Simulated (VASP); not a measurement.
# Zn2S (P-4m2) in VASP: further runs

The runs below take Zn2S through single point, relaxation of cell and atoms, with PBE.

Program: VASP 6.6.1. These are calculated values, not measurements. Logs are shortened: lines on timing, memory, paths and dates and some standing lists are left out, and cuts for length are marked.

## Step 1: The cell of the first run

Symmetry: P-4m2, No. 115, tetragonal system. Conventional cell: a = 3.665 Å, b = 3.665 Å, c = 12.790 Å, α = 90.00°, β = 90.00°, γ = 90.00°. Zn (site symmetry 2mm) has 4 S at 2.33 Å within 3.1 Å. Zn (site symmetry 2mm) has 9 Zn at 2.58 to 2.96 Å and 2 S at 3.47 Å within 3.5 Å. Within 3.1 Å of Zn (site symmetry 2mm) lie 2 S at 2.38 Å and 5 Zn at 2.58 to 2.96 Å. Within 3.1 Å of S (site symmetry -4m2) lie 4 Zn at 2.33 Å. S (site symmetry 2mm) has 4 Zn at 2.33 to 2.38 Å within 3.1 Å.

## Step 2: Single point, PBE

INCAR

```
ALGO     = Normal         # electronic algorithm
EDIFF    = 1E-6           # SCF threshold, eV
ENCUT    = 520            # plane-wave cutoff, eV
GGA      = PE             # functional
ISIF     = 2              # what is computed and relaxed
ISMEAR   = 0              # smearing method
LASPH    = True           # aspherical terms in the spheres
LCHARG   = False          # write CHGCAR
LREAL    = False          # projectors in reciprocal space
LWAVE    = False          # write WAVECAR
NBANDS   = 55             # bands
NELM     = 60             # most SCF steps
PREC     = Accurate       # precision mode
SIGMA    = 0.1            # smearing width, eV
```

KPOINTS

```
k-points
0
Gamma
  8 8 4
```

POSCAR

```
Zn2S
1.0
    3.6654166072      0.0000000000      0.0000000000
    0.0000000000      3.6654166072      0.0000000000
    0.0000000000      0.0000000000     12.7903829127
Zn S
6 3
Direct
    0.5000000000      0.0000000000      0.8878963727
    0.0000000000      0.5000000000      0.1121036273
    0.5000000000      0.0000000000      0.5450645747
    0.0000000000      0.5000000000      0.4549354253
    0.5000000000      0.0000000000      0.3432702831
    0.0000000000      0.5000000000      0.6567297169
    0.0000000000      0.0000000000      0.0000000000
    0.5000000000      0.5000000000      0.2249236604
    0.5000000000      0.5000000000      0.7750763396
```

Potentials or basis: VASP PAW PBE potentials, release 64 (Zn, S).

The run is started by

```console
$ cat potpaw_PBE.64/Zn/POTCAR potpaw_PBE.64/S/POTCAR > POTCAR
$ mpirun -np 1 vasp_std > vasp.out
```

OUTCAR:

```text
EDIFF = 1E-6
   ENCUT = 520
   GGA = PE
   ISIF = 2
   ISMEAR = 0
   LASPH = True
   LREAL = False
   NELM = 60
   PREC = Accurate

 ion  position               nearest neighbor table
   1  0.500  0.000  0.888-   7 2.33   7 2.33   9 2.33   9 2.33
   2  0.000  0.500  0.112-   7 2.33   7 2.33   8 2.33   8 2.33
   3  0.500  0.000  0.545-   5 2.58   4 2.84   4 2.84   4 2.84   4 2.84   6 2.96   6 2.96   6 2.96
                             6 2.96
   4  0.000  0.500  0.455-   6 2.58   3 2.84   3 2.84   3 2.84   3 2.84   5 2.96   5 2.96   5 2.96
                             5 2.96
   5  0.500  0.000  0.343-   8 2.38   8 2.38   3 2.58   4 2.96   4 2.96   4 2.96   4 2.96
   6  0.000  0.500  0.657-   9 2.38   9 2.38   4 2.58   3 2.96   3 2.96   3 2.96   3 2.96
   7  0.000  0.000  0.000-   1 2.33   2 2.33   2 2.33   1 2.33
   8  0.500  0.500  0.225-   2 2.33   2 2.33   5 2.38   5 2.38
   9  0.500  0.500  0.775-   1 2.33   1 2.33   6 2.38   6 2.38

  LATTYP: Found a simple tetragonal cell.
 ALAT       =     3.6654166072
 C/A-ratio  =     3.4894758996

  Lattice vectors:

 A1 = (   3.6654166072,   0.0000000000,   0.0000000000)
 A2 = (   0.0000000000,   3.6654166072,   0.0000000000)
 A3 = (   0.0000000000,   0.0000000000,  12.7903829127)

Analysis of symmetry for initial positions (statically):
=====================================================================
 Subroutine PRICEL returns:
 Original cell was already a primitive cell.

 Routine SETGRP: Setting up the symmetry group for a
 simple tetragonal supercell.

 Subroutine GETGRP returns: Found  8 space group operations
 (whereof  8 operations were pure point group operations)
 out of a pool of 16 trial point group operations.

The static configuration has the point symmetry D_2d.

Analysis of symmetry for dynamics (positions and initial velocities):
=====================================================================
 Subroutine PRICEL returns:
 Original cell was already a primitive cell.

 Routine SETGRP: Setting up the symmetry group for a
 simple tetragonal supercell.

 Subroutine GETGRP returns: Found  8 space group operations
 (whereof  8 operations were pure point group operations)
 out of a pool of 16 trial point group operations.

The dynamic configuration has the point symmetry D_2d.

 Subroutine INISYM returns: Found  8 space group operations
 (whereof  8 operations are pure point group operations),
 and found     1 'primitive' translations

----------------------------------------------------------------------------------------

                                     Primitive cell

  volume of cell :     171.8424

  direct lattice vectors                    reciprocal lattice vectors
     3.665416607  0.000000000  0.000000000     0.272820284  0.000000000  0.000000000
     0.000000000  3.665416607  0.000000000     0.000000000  0.272820284  0.000000000
     0.000000000  0.000000000 12.790382913     0.000000000  0.000000000  0.078183742

  length of vectors
     3.665416607  3.665416607 12.790382913     0.272820284  0.272820284  0.078183742

  position of ions in fractional coordinates (direct lattice)
     0.500000000  0.000000000  0.887896373
     0.000000000  0.500000000  0.112103627
     0.500000000  0.000000000  0.545064575
     0.000000000  0.500000000  0.454935425
     0.500000000  0.000000000  0.343270283
     0.000000000  0.500000000  0.656729717
     0.000000000  0.000000000  0.000000000
     0.500000000  0.500000000  0.224923660
     0.500000000  0.500000000  0.775076340

  ion indices of the primitive-cell ions
   primitive index   ion index
                 1           1
                 2           2
                 3           3
                 4           4
                 5           5
                 6           6
                 7           7
                 8           8
                 9           9

----------------------------------------------------------------------------------------

 KPOINTS: k-points

Automatic generation of k-mesh.
 Grid dimensions read from file:
 generate k-points for:    8    8    4

 Generating k-lattice:

  Cartesian coordinates                     Fractional coordinates (reciprocal lattice)
     0.034102536  0.000000000  0.000000000     0.125000000  0.000000000  0.000000000
     0.000000000  0.034102536  0.000000000     0.000000000  0.125000000  0.000000000
     0.000000000  0.000000000  0.019545936     0.000000000  0.000000000  0.250000000

  Length of vectors
     0.034102536  0.034102536  0.019545936

  Shift w.r.t. Gamma in fractional coordinates (k-lattice)
     0.000000000  0.000000000  0.000000000

 Subroutine IBZKPT returns following result:
 ===========================================

 Found     45 irreducible k-points:

 Following reciprocal coordinates:
            Coordinates               Weight
  0.000000  0.000000  0.000000      1.000000
  0.125000  0.000000  0.000000      4.000000
  0.250000  0.000000  0.000000      4.000000
  0.375000  0.000000  0.000000      4.000000
  0.500000  0.000000  0.000000      2.000000
  0.125000  0.125000  0.000000      4.000000
[... 16 lines left out ...]
  0.375000  0.125000  0.250000     16.000000
  0.500000  0.125000  0.250000      8.000000
 [... further k-points ...]
   k-points           NKPTS =     45   k-points in BZ     NKDIM =     45   number of bands    NBANDS=     55
   number of dos      NEDOS =    301   number of ions     NIONS =      9
   total plane-waves  NPLWV =  75264
   dimension x,y,z NGX =    28 NGY =   28 NGZ =   96
   dimension x,y,z NGXF=    56 NGYF=   56 NGZF=  192
   ions per type =               6   3
   NGX,Y,Z   is equivalent  to a cutoff of  12.70, 12.70, 12.48 a.u.
   NGXF,Y,Z  is equivalent  to a cutoff of  25.40, 25.40, 24.96 a.u.
 SYSTEM =  unknown system
   PREC   = accura    normal or accurate (medium, high low for compatibility)
   ISTART =      0    job   : 0-new  1-cont  2-samecut
   ICHARG =      2    charge: 1-file 2-atom 10-const
   ISPIN  =      1    spin polarized calculation?
   LNONCOLLINEAR =      F non collinear calculations
   LSORBIT =      F    spin-orbit coupling
   LASPH  =      T    aspherical Exc in radial PAW
   ENCUT  =  520.0 eV  38.22 Ry    6.18 a.u.   6.82  6.82 23.78*2*pi/ulx,y,z
   NELM   =     60;   NELMIN=  2; NELMDL= -5     # of ELM steps
   EDIFF  = 0.1E-05   stopping-criterion for ELM
   LREAL  =      F    real-space projection
   EDIFFG = 0.1E-04   stopping-criterion for IOM
   NSW    =      0    number of steps for IOM
   IBRION =     -1    ionic relax: 0-MD 1-quasi-New 2-CG
   NFREE  =      0    steps in history (QN), initial steepest desc. (CG)
   ISIF   =      2    stress and relaxation
   ISYM   =      2    0-nonsym 1-usesym 2-fastsym
   POTIM  = 0.5000    time-step for ionic-motion
   TEBEG  =    0.0;   TEEND  =   0.0 temperature during run
   PSTRESS=    0.0 pullay stress
   NELECT =      90.0000    total number of electrons
   NUPDOWN=      -1.0000    fix difference up-down
   EMIN   =  10.00;   EMAX   =-10.00  energy-range for DOS
   EFERMI =   0.00;   METHOD = LEGACY
   ISMEAR =     0;   SIGMA  =   0.10  broadening in eV -4-tet -1-fermi 0-gaus
   EFERMI_NEDOS =   21; number of points for ismear=-14 and -15
   IALGO  =     38    algorithm
   IMIX   =      4    mixing-type and parameters
     AMIX     =   0.40;   BMIX     =  1.00
     AMIX_MAG =   1.60;   BMIX_MAG =  1.00
  volume/ion in A,a.u.               =      19.09       128.85
  Fermi-wavevector in a.u.,A,eV,Ry     =   1.319610  2.493701 23.692784  1.741370
  Thomas-Fermi vector in A             =   2.449496
   LORBIT       =      0    0 simple, 1 ext, 2 COOP (PROOUT), +10 PAW based schemes
   GGA     = PE    functional components
   LHFCALC =     F    Hartree Fock is set to
   AEXX    =    0.0000 exact exchange contribution
   IVDW    =     0    specifies the selected vdW correction
   LEPSILON=     F    determine dielectric tensor
   LRPA    =     F    only Hartree local field effects (RPA)
 non-spin polarized calculation
 Gauss-broadening in eV      SIGMA  =   0.10
  energy-cutoff  :      520.00
  volume of cell :      171.84
 maximum number of plane-waves:      4668
 NGX is ok and might be reduce to    28
   NGX = 13   NGY = 13   NGZ = 47

 number of electron      89.9999947 magnetization

 Free energy of the ion-electron system (eV)
  ---------------------------------------------------
  ext. energy  EPLUGINS =         0.00000000
  ---------------------------------------------------
  free energy    TOTEN  =       -22.41157318 eV

  energy without entropy =      -22.40467606  energy(sigma->0) =      -22.40812462

 E-fermi :   2.9919     XC(G=0): -10.0079

 val. band max:        2.9663380620   @ k =   0.5000   0.3750   0.2500
 cond. band min:       3.0107180641   @ k =   0.5000   0.3750   0.5000
 fundamental gap:      0.0443800021
 Fermi energy:         2.9919089739

 k-point     1 :       0.0000    0.0000    0.0000
  band No.  band energies     occupation
      1     -11.3496      2.00000
      2     -10.9529      2.00000
      3     -10.5398      2.00000
      4      -5.4309      2.00000
      5      -4.8241      2.00000
      6      -4.7454      2.00000
[... 47 lines left out ...]
     54       7.8888      0.00000
     55       8.0369      0.00000

 k-point     2 :       0.1250    0.0000    0.0000
  band No.  band energies     occupation
      1     -11.2688      2.00000
      2     -10.8922      2.00000
      3     -10.5070      2.00000
      4      -5.3057      2.00000
      5      -4.7874      2.00000
      6      -4.7395      2.00000
[... 47 lines left out ...]
     54       8.0852      0.00000
     55       8.1906      0.00000

 k-point     3 :       0.2500    0.0000    0.0000
  band No.  band energies     occupation
      1     -11.0498      2.00000
      2     -10.7378      2.00000
      3     -10.4387      2.00000
      4      -5.0057      2.00000
      5      -4.7611      2.00000
      6      -4.7312      2.00000
[... 1152 lines left out ...]
 k-point    23 :       0.3750    0.1250    0.2500
  band No.  band energies     occupation
      1     -10.6989      2.00000
      2     -10.5171      2.00000
      3     -10.3704      2.00000
      4      -4.7947      2.00000
      5      -4.7117      2.00000
      6      -4.6980      2.00000
[... 47 lines left out ...]
     54       8.3464      0.00000
     55       8.6389      0.00000

 k-point    24 :       0.5000    0.1250    0.2500
  band No.  band energies     occupation
      1     -10.4848      2.00000
      2     -10.4565      2.00000
      3     -10.4389      2.00000
      4      -4.7411      2.00000
      5      -4.7036      2.00000
      6      -4.6947      2.00000
[... 47 lines left out ...]
     54       8.3381      0.00000
     55       8.5611      0.00000

 [... further k-points ...]
[... 5 lines left out ...]
  --------------------------------------------------------------------------------------
  -------------------------------------------------------------------------------------
  Total        0.1689374      0.1689374      0.2322781      0.0000000     -0.0000000     -0.0000000
  in kB        1.5750931      1.5750931      2.1656515      0.0000000     -0.0000000     -0.0000000
  external PRESSURE =       1.7719459 kB  Pullay stress =       0.0000000 kB

 VOLUME and BASIS-vectors are now :
 -----------------------------------------------------------------------------
  energy-cutoff  :      520.00
  volume of cell :      171.84
      direct lattice vectors                 reciprocal lattice vectors
     3.665416607  0.000000000  0.000000000     0.272820284  0.000000000  0.000000000
     0.000000000  3.665416607  0.000000000     0.000000000  0.272820284  0.000000000
     0.000000000  0.000000000 12.790382913     0.000000000  0.000000000  0.078183742

 POSITION                                       TOTAL-FORCE (eV/Angst)
 -----------------------------------------------------------------------------------
      1.83271      0.00000     11.35653         0.000000      0.000000      0.000396
      0.00000      1.83271      1.43385         0.000000      0.000000     -0.000396
      1.83271      0.00000      6.97158        -0.000000      0.000000      0.012821
      0.00000      1.83271      5.81880         0.000000      0.000000     -0.012821
      1.83271      0.00000      4.39056        -0.000000      0.000000      0.010250
      0.00000      1.83271      8.39982        -0.000000      0.000000     -0.010250
      0.00000      0.00000      0.00000        -0.000000      0.000000      0.000000
      1.83271      1.83271      2.87686        -0.000000     -0.000000     -0.003245
      1.83271      1.83271      9.91352        -0.000000     -0.000000      0.003245
 -----------------------------------------------------------------------------------
    total drift:                                0.000000     -0.000000      0.000000

  FREE ENERGIE OF THE ION-ELECTRON SYSTEM (eV)
  ---------------------------------------------------
  free  energy   TOTEN  =       -22.4115731772 eV

  energy  without entropy=      -22.4046760598  energy(sigma->0) =      -22.40812462
```

It took 3.5 min on 1 thread of Intel Xeon 6975P-C (Granite Rapids), shared host; peak memory 0.46 GiB.

Results:

| Property | Result |
| --- | --- |
| Free energy | -22.4116 eV |
| Pressure | 0.2 GPa |
| Largest force | 0.013 eV/Å |
| Band gap on the k mesh | zero (bands 45 and 46 overlap by 2.49 eV) |

Forces in eV/Å, atoms in the order of the input:
```
Zn   0.000  0.000  0.000
Zn   0.000  0.000  0.000
Zn   0.000  0.000  0.013
Zn   0.000  0.000 -0.013
Zn   0.000  0.000  0.010
Zn   0.000  0.000 -0.010
S    0.000  0.000  0.000
S    0.000  0.000 -0.003
S    0.000  0.000  0.003
```

## Step 3: Relaxation of cell and atoms, PBE

INCAR

```
  ALGO = Fast
  EDIFF = 1E-7
  EDIFFG = -0.001
  ENCUT = 600
  GGA = PE
  IBRION = 2
  ISIF = 3
  ISMEAR = 0
  LASPH = True
  LCHARG = False
  LREAL = False
  LWAVE = False
  NELM = 60
  NSW = 80
  PREC = Accurate
  SIGMA = 0.1
```

KPOINTS is that of step 2.

POSCAR

```
Zn2S
1.0
    3.6654766366      0.0000000000      0.0000000000
    0.0000000000      3.6654766366      0.0000000000
    0.0000000000      0.0000000000     12.7909886258
Zn S
6 3
Direct
    0.5000000000      0.0000000000      0.8879060877
    0.0000000000      0.5000000000      0.1120939123
    0.5000000000      0.0000000000      0.5450231273
    0.0000000000      0.5000000000      0.4549768727
    0.5000000000      0.0000000000      0.3432320044
    0.0000000000      0.5000000000      0.6567679956
    0.0000000000      0.0000000000      0.0000000000
    0.5000000000      0.5000000000      0.2249017215
    0.5000000000      0.5000000000      0.7750982785
```

Potentials or basis: VASP PAW PBE potentials, release 64 (Zn, S).

The run is started by

```console
$ cat potpaw_PBE.64/Zn/POTCAR potpaw_PBE.64/S/POTCAR > POTCAR
$ mpirun -np 1 vasp_std > vasp.out
```

Run time: 89 min. Hardware: 1 thread of Oxide Virtual Turin-like, shared host; peak memory 0.53 GiB.

Results (log left out):

```yaml
Free_energy: -22.4112 eV
Relaxed_volume: 19.14 Å³/atom
Relaxed_cell: a = 3.668 Å, b = 3.668 Å, c = 12.800 Å, α = 90.00°, β = 90.00°, γ = 90.00°
Space_group_after_relaxing_to_0.1_Å: P-4m2 (No. 115)
Energy_gained_by_relaxing: 0.0 meV/atom
Ionic_steps: 26
Pressure_after_relaxing: 0.0 GPa
Band_gap_on_the_k_mesh: zero (bands 45 and 46 overlap by 2.47 eV)
```

The path:
```
step  energy change (eV)  largest force (eV/Å)  pressure (GPa)  volume (Å³)
   1              0.0000                0.0128            0.16       171.86
   2             -0.0002                0.0064           -0.01       172.32
   3             -0.0002                0.0072           -0.02       172.28
   4             -0.0002                0.0076           -0.01       172.25
   5             -0.0002                0.0080            0.00       172.24
   6             -0.0002                0.0064            0.00       172.24
   7             -0.0002                0.0048            0.00       172.23
   8             -0.0002                0.0069            0.01       172.21
   9             -0.0002                0.0041           -0.01       172.21
  10             -0.0002                0.0061            0.00       172.21
  11             -0.0002                0.0029            0.00       172.21
  12             -0.0002                0.0031           -0.01       172.22
  13             -0.0002                0.0016            0.01       172.19
  14             -0.0002                0.0017            0.01       172.20
  15             -0.0002                0.0015            0.00       172.21
  16             -0.0002                0.0018            0.01       172.20
  17             -0.0002                0.0017           -0.01       172.24
  18             -0.0002                0.0014            0.00       172.21
  19             -0.0002                0.0013            0.00       172.22
  20             -0.0002                0.0014            0.01       172.22
  21             -0.0002                0.0015           -0.01       172.22
  22             -0.0002                0.0014            0.00       172.22
  23             -0.0002                0.0013           -0.01       172.22
  24             -0.0002                0.0005            0.03       172.21
  25             -0.0002                0.0011            0.00       172.22
  26             -0.0002                0.0009            0.00       172.22
```

Final structure:
```
Zn S
1.0
     3.66800    0.00000    0.00000
     0.00000    3.66800    0.00000
     0.00000    0.00000   12.80011
Zn S
6 3
Direct
  0.50000 0.00000 0.88791
  0.00000 0.50000 0.11209
  0.50000 0.00000 0.54537
  0.00000 0.50000 0.45463
  0.50000 0.00000 0.34335
  0.00000 0.50000 0.65665
  0.00000 0.00000 0.00000
  0.50000 0.50000 0.22490
  0.50000 0.50000 0.77510
```

Levels at points of the mesh, in eV from the Fermi level:
```csv
k point,band 42,band 43,band 44,band 45,band 46,band 47,band 48,band 49
"(0.00, 0.00, 0.00)",-1.49,-1.49,-1.09,0.72,2.68,2.68,2.77,2.91
"(0.50, 0.00, 0.00)",-1.84,-1.81,-1.77,-0.95,-0.06,1.94,3.45,3.66
"(0.50, 0.50, 0.00)",-3.66,-2.03,-2.03,-1.91,-0.81,0.68,0.80,0.80
"(0.00, 0.00, 0.50)",-2.13,-1.46,-1.46,1.67,2.17,2.62,2.62,2.78
"(0.50, 0.00, 0.50)",-1.84,-1.81,-1.77,-1.34,0.37,2.52,2.78,3.23
"(0.50, 0.50, 0.50)",-3.77,-2.06,-2.06,-1.88,-0.68,0.50,0.97,0.97
```

The gap in the log of VASP goes by the Fermi energy; the results here count the filled bands.